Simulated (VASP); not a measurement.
A run of VASP 6.6.1 is set up as follows.

File INCAR:

```
SYSTEM = Co
PREC     = Accurate       ! precision mode
ENCUT    = 600            ! plane-wave cutoff, eV
EDIFF    = 1E-6           ! SCF threshold, eV
ISMEAR   = 0              ! smearing method
SIGMA    = 0.1            ! smearing width, eV
LREAL    = .FALSE.        ! projectors in reciprocal space
LASPH    = .TRUE.         ! aspherical terms in the spheres
NELM     = 200            ! most SCF steps
ALGO     = Normal         ! electronic algorithm
ISIF     = 2              ! what is computed and relaxed
LWAVE    = .FALSE.        ! write WAVECAR
LCHARG   = .FALSE.        ! write CHGCAR
ISPIN    = 2              ! spin polarisation
MAGMOM   = 1.83 1.83      ! initial moments
LORBIT   = 11             ! projections on sites
LMAXMIX  = 4              ! l up to which the mixer works
GGA      = CA             ! functional
NBANDS   = 20             ! bands
GGA_COMPAT= .FALSE.
```

The input KPOINTS:

```
regular mesh
0
G
  3 3 1
  0 0 0
```

File POSCAR:

```
Co
1.0
    2.6486027149      0.0000000000      0.0000000000
   -1.3243013575      2.2937572357      0.0000000000
    0.0000000000      0.0000000000      4.3084197187
Co
2
Direct
    0.3333333333      0.6666666667      0.2500000000
    0.6666666667      0.3333333333      0.7500000000
```

Potentials or basis: VASP PAW LDA potentials, release 64 (Co).

The run is started by

```sh
$ cat potpaw_LDA.64/Co/POTCAR > POTCAR
$ mpirun -np 1 vasp_std > vasp.out
```

**Question.** What does it give for the net moment?

**Answer.** 3.77 μB per cell.

**Question.** Predict the pressure.

**Answer.** -40.0 GPa.

Stress tensor (GPa, compression positive):
```
-36.22   0.00   0.00
  0.00 -36.22   0.00
  0.00   0.00 -47.53
```

Caveat: the k points lie up to 1.46 Å⁻¹ apart.
